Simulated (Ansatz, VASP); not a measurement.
Ti in VASP and in Ansatz

File INCAR:

```
PREC = Accurate ; ENCUT = 520
EDIFF = 1E-6 ; ISMEAR = -1
SIGMA = 0.05 ; LREAL = False
LASPH = True ; NELM = 80
ALGO = Normal ; ISIF = 2
LWAVE = False ; LCHARG = True
GGA = PE ; LELF = True
LVHAR = True ; NBANDS = 38
```

Contents of KPOINTS:

```
Automatic mesh
0
Gamma
  10 10 1
```

POSCAR

```
Ti
1.0
    2.9499978604      0.0000000000      0.0000000000
   -1.4749989302      2.5547730882      0.0000000000
    0.0000000000      0.0000000000     24.3720000000
Ti
5
Direct
    0.3333333333      0.6666666666      0.3077301822
    0.6666666667      0.3333333334      0.4038650911
    0.3333333333      0.6666666666      0.5000000000
    0.6666666667      0.3333333334      0.5961349089
    0.3333333333      0.6666666666      0.6922698178
```

Contents of input.yaml:

```yaml
crystal:
  lattice:
    - [2.9499978604, 0.0, 0.0]
    - [-1.4749989302, 2.5547730882, 0.0]
    - [0.0, 0.0, 24.372]
  atoms:
    - { symbol: Ti, position: [0.3333333333, 0.6666666666, 0.3077301822] }
    - { symbol: Ti, position: [0.6666666667, 0.3333333334, 0.4038650911] }
    - { symbol: Ti, position: [0.3333333333, 0.6666666666, 0.5] }
    - { symbol: Ti, position: [0.6666666667, 0.3333333334, 0.5961349089] }
    - { symbol: Ti, position: [0.3333333333, 0.6666666666, 0.6922698178] }
hamiltonian:
  xc: pbe
  pseudopotentials: { kind: paw }
kpoints:
  mp_grid: { grid: [10, 10, 1] }
scf:
  occupations: { method: fermi_dirac, width: 0.05 }
output:
  forces: true
  eigenvalues: true
  write_density: true
  write_potential: true
  elf: true
  volumetric_format: npy
```

Alike in both runs: functional PBE; k mesh 10 × 10 × 1; occupations fermi-dirac, width 0.05 eV; no spin polarisation.

|  | VASP | Ansatz |
| --- | --- | --- |
| version | VASP 6.6.1 | Ansatz 0.2.0 |
| potentials or method | VASP PAW PBE potentials, release 64 (Ti_sv) | Ansatz PAW |
| plane-wave cutoff (eV) | 520 | 420 |
| valence electrons in the cell | 60 | 60 |
| task | single point | electrostatic potential |

|  | VASP | Ansatz | Ansatz less VASP |
| --- | --- | --- | --- |
| gap on the k mesh at the Fermi level (eV) | none | none | - |
| rms of the force components (eV/Å) | 0.328 | 0.324 | -0.0032 |

Atom by atom the forces differ by 0.004 eV/Å (rms over components). A gap of «none» marks a metal or a gap that the smearing closes. The functional is the same, so the differences come from potentials, cutoffs and numerics.
